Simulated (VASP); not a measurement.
## Sn2SeS3: single point with PBE

Crystal: Sn2SeS3.

```xyz
6
Lattice="-2.8879 2.8879 4.8578 2.8879 -2.8879 4.8578 2.8879 2.8879 -4.8578" Properties=species:S:1:pos:R:3 pbc="T T T"
Sn    0.0000    2.8879    0.0000
Sn    2.8879    0.0000    0.0000
Se    0.0000    0.0000    4.8578
S     0.0000    0.0000    7.3606
S     0.0000    0.0000    2.3550
S     0.0000    0.0000    0.0000
```

```
Program             : VASP 6.6.1
Task                : single point
Functional          : PBE
Potentials or basis : VASP PAW PBE potentials, release 64 (Sn_d, Se, S)
Cutoff              : 520 eV
k mesh              : 10 × 10 × 10
Occupations         : gaussian, width 0.1 eV
Spin                : no spin polarisation
```

The pressure is -0.1 GPa, the largest force is 0.014 eV/Å and the band gap on the k mesh is zero (band 26 reaches 4.63 eV, above the bottom of band 27 at 3.60 eV).

Forces on the atoms (eV/Å):
```
Sn   0.000  0.000  0.000
Sn   0.000  0.000  0.000
Se   0.000  0.000  0.000
S    0.000  0.000  0.014
S    0.000  0.000 -0.014
S    0.000  0.000  0.000
```

Stress tensor (GPa, compression positive):
```
-0.02  0.00  0.00
 0.00 -0.02  0.00
 0.00  0.00 -0.14
```

Levels at points of the mesh, in eV from the Fermi level:
```csv
k point,band 23,band 24,band 25,band 26,band 27,band 28,band 29,band 30
"(0.00, 0.00, 0.00)",-2.20,-0.77,-0.56,0.08,0.08,0.32,1.82,3.72
"(0.50, 0.00, 0.00)",-1.19,-1.18,-1.01,-0.98,1.53,1.59,1.60,1.72
"(0.50, 0.50, 0.00)",-0.85,-0.81,-0.08,-0.01,0.35,0.40,0.71,0.84
"(0.50, 0.50, 0.50)",-1.08,-1.08,-0.83,-0.83,-0.75,0.44,1.90,4.30
```

It took 7.2 min on 1 thread of AMD EPYC 9R14 (Zen 4) (shared host), peak memory 0.64 GiB.

Caveat: spin-orbit coupling is left out, which moves the levels of the heavy elements.
